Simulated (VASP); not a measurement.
# SnO2 (P4_2/mnm) in VASP: further runs

SnO2 is run at these levels: PBEsol; tasks: single point.

Everything below comes from runs of VASP 6.6.1. Logs are shortened: lines on timing, memory, paths and dates and some standing lists are left out, and cuts for length are marked.

**1. The cell of the first run**

It takes space group P4_2/mnm (No. 136, tetragonal). Conventional cell: a = 4.729 Å, b = 4.729 Å, c = 3.185 Å, α = 90.00°, β = 90.00°, γ = 90.00°. Sn (site symmetry mmm) has 6 O at 2.05 Å within 2.7 Å. Within 2.7 Å of O (site symmetry m2m) lie 3 Sn at 2.05 Å and 1 O at 2.59 Å.

**2. Single point, PBEsol (atoms displaced along a vibrational mode, the cell strained)**

INCAR reads:

```
ALGO = Normal
EDIFF = 1E-7
ENCUT = 520
GGA = PS
ISIF = 2
ISMEAR = 0
LASPH = True
LCHARG = False
LREAL = False
LWAVE = False
NBANDS = 35
NELM = 60
PREC = Accurate
SIGMA = 0.05
```

KPOINTS reads:

```
k-points
0
Gamma
  6 6 8
```

POSCAR reads:

```
SnO2
1.0
    4.7291439302      0.0000000000      0.0000000000
    0.0000000000      4.7291439302      0.0000000000
    0.0000000000      0.0000000000      3.1847148224
Sn O
2 4
Direct
    0.0000000000      0.0000000000      0.0000000000
    0.5000000000      0.5000000000      0.5000000000
    0.3062980674      0.3062980674      0.0000000000
    0.1937019326      0.8062980674      0.5000000000
    0.6937019326      0.6937019326      0.0000000000
    0.8062980674      0.1937019326      0.5000000000
```

Potentials or basis: VASP PAW PBE potentials, release 64 (Sn_d, O).

Started as:

```bash
$ cat potpaw_PBE.64/Sn_d/POTCAR potpaw_PBE.64/O/POTCAR > POTCAR
$ mpirun -np 1 vasp_std > vasp.out
```

OUTCAR:

```text
EDIFF = 1E-7
   ENCUT = 520
   GGA = PS
   ISIF = 2
   ISMEAR = 0
   LASPH = True
   LREAL = False
   NELM = 60
   PREC = Accurate

 ion  position               nearest neighbor table
   1  0.000  0.000  0.000-   3 2.05   5 2.05   4 2.05   6 2.05   4 2.05   6 2.05   2 3.70   2 3.70
                             2 3.70   2 3.70   2 3.70   2 3.70   2 3.70   2 3.70
   2  0.500  0.500  0.500-   4 2.05   6 2.05   5 2.05   3 2.05   3 2.05   5 2.05   1 3.70   1 3.70
                             1 3.70   1 3.70   1 3.70   1 3.70   1 3.70   1 3.70
   3  0.306  0.306  0.000-   1 2.05   2 2.05   2 2.05
   4  0.194  0.806  0.500-   2 2.05   1 2.05   1 2.05
   5  0.694  0.694  0.000-   1 2.05   2 2.05   2 2.05
   6  0.806  0.194  0.500-   2 2.05   1 2.05   1 2.05

  LATTYP: Found a simple tetragonal cell.
 ALAT       =     4.7291439302
 C/A-ratio  =     0.6734231120

  Lattice vectors:

 A1 = (   4.7291439302,   0.0000000000,   0.0000000000)
 A2 = (   0.0000000000,   4.7291439302,   0.0000000000)
 A3 = (   0.0000000000,   0.0000000000,   3.1847148224)

Analysis of symmetry for initial positions (statically):
=====================================================================
 Subroutine PRICEL returns:
 Original cell was already a primitive cell.

 Routine SETGRP: Setting up the symmetry group for a
 simple tetragonal supercell.

 Subroutine GETGRP returns: Found 16 space group operations
 (whereof  8 operations were pure point group operations)
 out of a pool of 16 trial point group operations.

The static configuration has the point symmetry D_2h.
 The point group associated with its full space group is D_4h.

Analysis of symmetry for dynamics (positions and initial velocities):
=====================================================================
 Subroutine PRICEL returns:
 Original cell was already a primitive cell.

 Routine SETGRP: Setting up the symmetry group for a
 simple tetragonal supercell.

 Subroutine GETGRP returns: Found 16 space group operations
 (whereof  8 operations were pure point group operations)
 out of a pool of 16 trial point group operations.

The dynamic configuration has the point symmetry D_2h.
 The point group associated with its full space group is D_4h.

 Subroutine INISYM returns: Found 16 space group operations
 (whereof  8 operations are pure point group operations),
 and found     1 'primitive' translations

----------------------------------------------------------------------------------------

                                     Primitive cell

  volume of cell :      71.2255

  direct lattice vectors                    reciprocal lattice vectors
     4.729143930  0.000000000  0.000000000     0.211454761  0.000000000  0.000000000
     0.000000000  4.729143930  0.000000000     0.000000000  0.211454761  0.000000000
     0.000000000  0.000000000  3.184714822     0.000000000  0.000000000  0.313999857

  length of vectors
     4.729143930  4.729143930  3.184714822     0.211454761  0.211454761  0.313999857

  position of ions in fractional coordinates (direct lattice)
     0.000000000  0.000000000  0.000000000
     0.500000000  0.500000000  0.500000000
     0.306298067  0.306298067  0.000000000
     0.193701933  0.806298067  0.500000000
     0.693701933  0.693701933  0.000000000
     0.806298067  0.193701933  0.500000000

  ion indices of the primitive-cell ions
   primitive index   ion index
                 1           1
                 2           2
                 3           3
                 4           4
                 5           5
                 6           6

----------------------------------------------------------------------------------------

 KPOINTS: k-points

Automatic generation of k-mesh.
 Grid dimensions read from file:
 generate k-points for:    6    6    8

 Generating k-lattice:

  Cartesian coordinates                     Fractional coordinates (reciprocal lattice)
     0.035242460  0.000000000  0.000000000     0.166666667  0.000000000  0.000000000
     0.000000000  0.035242460  0.000000000     0.000000000  0.166666667  0.000000000
     0.000000000  0.000000000  0.039249982     0.000000000  0.000000000  0.125000000

  Length of vectors
     0.035242460  0.035242460  0.039249982

  Shift w.r.t. Gamma in fractional coordinates (k-lattice)
     0.000000000  0.000000000  0.000000000

 Subroutine IBZKPT returns following result:
 ===========================================

 Found     50 irreducible k-points:

 Following reciprocal coordinates:
            Coordinates               Weight
  0.000000  0.000000  0.000000      1.000000
  0.166667  0.000000  0.000000      4.000000
  0.333333  0.000000  0.000000      4.000000
  0.500000  0.000000  0.000000      2.000000
  0.166667  0.166667  0.000000      4.000000
  0.333333  0.166667  0.000000      8.000000
[... 16 lines left out ...]
  0.333333  0.000000  0.250000      8.000000
  0.500000  0.000000  0.250000      4.000000
 [... further k-points ...]
   k-points           NKPTS =     50   k-points in BZ     NKDIM =     50   number of bands    NBANDS=     35
   number of dos      NEDOS =    301   number of ions     NIONS =      6
   total plane-waves  NPLWV =  31104
   dimension x,y,z NGX =    36 NGY =   36 NGZ =   24
   dimension x,y,z NGXF=    72 NGYF=   72 NGZF=   48
   ions per type =               2   4
   NGX,Y,Z   is equivalent  to a cutoff of  12.66, 12.66, 12.53 a.u.
   NGXF,Y,Z  is equivalent  to a cutoff of  25.31, 25.31, 25.06 a.u.
 SYSTEM =  unknown system
   PREC   = accura    normal or accurate (medium, high low for compatibility)
   ISTART =      0    job   : 0-new  1-cont  2-samecut
   ICHARG =      2    charge: 1-file 2-atom 10-const
   ISPIN  =      1    spin polarized calculation?
   LNONCOLLINEAR =      F non collinear calculations
   LSORBIT =      F    spin-orbit coupling
   LASPH  =      T    aspherical Exc in radial PAW
   ENCUT  =  520.0 eV  38.22 Ry    6.18 a.u.   8.79  8.79  5.92*2*pi/ulx,y,z
   NELM   =     60;   NELMIN=  2; NELMDL= -5     # of ELM steps
   EDIFF  = 0.1E-06   stopping-criterion for ELM
   LREAL  =      F    real-space projection
   EDIFFG = 0.1E-05   stopping-criterion for IOM
   NSW    =      0    number of steps for IOM
   IBRION =     -1    ionic relax: 0-MD 1-quasi-New 2-CG
   NFREE  =      0    steps in history (QN), initial steepest desc. (CG)
   ISIF   =      2    stress and relaxation
   ISYM   =      2    0-nonsym 1-usesym 2-fastsym
   POTIM  = 0.5000    time-step for ionic-motion
   TEBEG  =    0.0;   TEEND  =   0.0 temperature during run
   PSTRESS=    0.0 pullay stress
   NELECT =      52.0000    total number of electrons
   NUPDOWN=      -1.0000    fix difference up-down
   EMIN   =  10.00;   EMAX   =-10.00  energy-range for DOS
   EFERMI =   0.00;   METHOD = LEGACY
   ISMEAR =     0;   SIGMA  =   0.05  broadening in eV -4-tet -1-fermi 0-gaus
   EFERMI_NEDOS =   21; number of points for ismear=-14 and -15
   IALGO  =     38    algorithm
   IMIX   =      4    mixing-type and parameters
     AMIX     =   0.40;   BMIX     =  1.00
     AMIX_MAG =   1.60;   BMIX_MAG =  1.00
  volume/ion in A,a.u.               =      11.87        80.11
  Fermi-wavevector in a.u.,A,eV,Ry     =   1.474113  2.785669 29.565579  2.173009
  Thomas-Fermi vector in A             =   2.588924
   LORBIT       =      0    0 simple, 1 ext, 2 COOP (PROOUT), +10 PAW based schemes
   GGA     = PS    functional components
   LHFCALC =     F    Hartree Fock is set to
   AEXX    =    0.0000 exact exchange contribution
   IVDW    =     0    specifies the selected vdW correction
   LEPSILON=     F    determine dielectric tensor
   LRPA    =     F    only Hartree local field effects (RPA)
 non-spin polarized calculation
 Gauss-broadening in eV      SIGMA  =   0.05
  energy-cutoff  :      520.00
  volume of cell :       71.23
 maximum number of plane-waves:      1944
 NGX is ok and might be reduce to    36
   NGX = 17   NGY = 17   NGZ = 11

 number of electron      51.9999988 magnetization

 Free energy of the ion-electron system (eV)
  ---------------------------------------------------
  ext. energy  EPLUGINS =         0.00000000
  ---------------------------------------------------
  free energy    TOTEN  =       -39.62904714 eV

  energy without entropy =      -39.62904714  energy(sigma->0) =      -39.62904714

 E-fermi :   6.2941     XC(G=0): -11.5606

 val. band max:        6.0715096679   @ k =   0.0000   0.0000   0.0000
 cond. band min:       7.2773522873   @ k =   0.0000   0.0000   0.0000
 fundamental gap:      1.2058426194
 Fermi energy:         6.2940754692

 k-point     1 :       0.0000    0.0000    0.0000
  band No.  band energies     occupation
      1     -14.9758      2.00000
      2     -14.1746      2.00000
      3     -13.8806      2.00000
      4     -13.8567      2.00000
      5     -13.8567      2.00000
      6     -13.7866      2.00000
[... 27 lines left out ...]
     34      18.1490      0.00000
     35      18.5625      0.00000

 k-point     2 :       0.1667    0.0000    0.0000
  band No.  band energies     occupation
      1     -14.9319      2.00000
      2     -14.2227      2.00000
      3     -13.8808      2.00000
      4     -13.8547      2.00000
      5     -13.8546      2.00000
      6     -13.8267      2.00000
[... 27 lines left out ...]
     34      18.1221      0.00000
     35      18.5210      0.00000

 k-point     3 :       0.3333    0.0000    0.0000
  band No.  band energies     occupation
      1     -14.8043      2.00000
      2     -14.3862      2.00000
      3     -13.8816      2.00000
      4     -13.8710      2.00000
      5     -13.8506      2.00000
      6     -13.8504      2.00000
[... 27 lines left out ...]
     34      18.1896      0.00000
     35      18.4639      0.00000
[... 723 lines left out ...]
 k-point    23 :       0.3333    0.0000    0.2500
  band No.  band energies     occupation
      1     -14.6842      2.00000
      2     -14.5330      2.00000
      3     -14.1834      2.00000
      4     -13.9444      2.00000
      5     -13.7645      2.00000
      6     -13.7594      2.00000
[... 27 lines left out ...]
     34      18.1431      0.00000
     35      18.4123      0.00000

 k-point    24 :       0.5000    0.0000    0.2500
  band No.  band energies     occupation
      1     -14.6306      2.00000
      2     -14.6306      2.00000
      3     -14.0514      2.00000
      4     -14.0514      2.00000
      5     -13.7592      2.00000
      6     -13.7592      2.00000
[... 27 lines left out ...]
     34      18.3727      0.00000
     35      18.5750      0.00000

 [... further k-points ...]

------------------------ aborting loop because EDIFF is reached ----------------------------------------

  FORCE on cell =-STRESS in cart. coord.  units (eV):
  Direction    XX          YY          ZZ          XY          YZ          ZX
  --------------------------------------------------------------------------------------
  -------------------------------------------------------------------------------------
  Total        2.4343832      2.4343832      3.2997397      0.0000000      0.0000000      0.0000000
  in kB       54.7600595     54.7600595     74.2257591      0.0000000      0.0000000      0.0000000
  external PRESSURE =      61.2486260 kB  Pullay stress =       0.0000000 kB

 VOLUME and BASIS-vectors are now :
 -----------------------------------------------------------------------------
  energy-cutoff  :      520.00
  volume of cell :       71.23
      direct lattice vectors                 reciprocal lattice vectors
     4.729143930  0.000000000  0.000000000     0.211454761  0.000000000  0.000000000
     0.000000000  4.729143930  0.000000000     0.000000000  0.211454761  0.000000000
     0.000000000  0.000000000  3.184714822     0.000000000  0.000000000  0.313999857

 POSITION                                       TOTAL-FORCE (eV/Angst)
 -----------------------------------------------------------------------------------
      0.00000      0.00000      0.00000         0.000000     -0.000000      0.000000
      2.36457      2.36457      1.59236         0.000000     -0.000000      0.000000
      1.44853      1.44853      0.00000        -0.078423     -0.078423      0.000000
      0.91604      3.81310      1.59236         0.078423     -0.078423      0.000000
      3.28062      3.28062      0.00000         0.078423      0.078423     -0.000000
      3.81310      0.91604      1.59236        -0.078423      0.078423     -0.000000
 -----------------------------------------------------------------------------------
    total drift:                                0.000000      0.000000      0.000000

  FREE ENERGIE OF THE ION-ELECTRON SYSTEM (eV)
  ---------------------------------------------------
  free  energy   TOTEN  =       -39.6290471399 eV

  energy  without entropy=      -39.6290471399  energy(sigma->0) =      -39.62904714
```

Run time: 2.1 min. Hardware: 1 thread of Intel Xeon 8259CL, shared host; peak memory 0.23 GiB.

Results:

| Item | Value |
| --- | --- |
| Free energy | -39.6290 eV |
| Pressure | 6.1 GPa |
| Largest force | 0.111 eV/Å |
| Band gap on the k mesh | 1.21 eV |

Forces in eV/Å, atoms in the order of the input:
```
Sn   0.000  0.000  0.000
Sn   0.000  0.000  0.000
O   -0.078 -0.078  0.000
O    0.078 -0.078  0.000
O    0.078  0.078  0.000
O   -0.078  0.078  0.000
```

Stress tensor (GPa, compression positive):
```
5.48 0.00 0.00
0.00 5.48 0.00
0.00 0.00 7.42
```

Caveat: the cell differs from its parent crystal (atoms displaced along a vibrational mode, the cell strained); the cell stands under pressure; the PAW data sets were made with another functional, which shifts forces and pressure a little; spin-orbit coupling is left out, which moves the levels of the heavy elements.

[end of part 1 of 2]
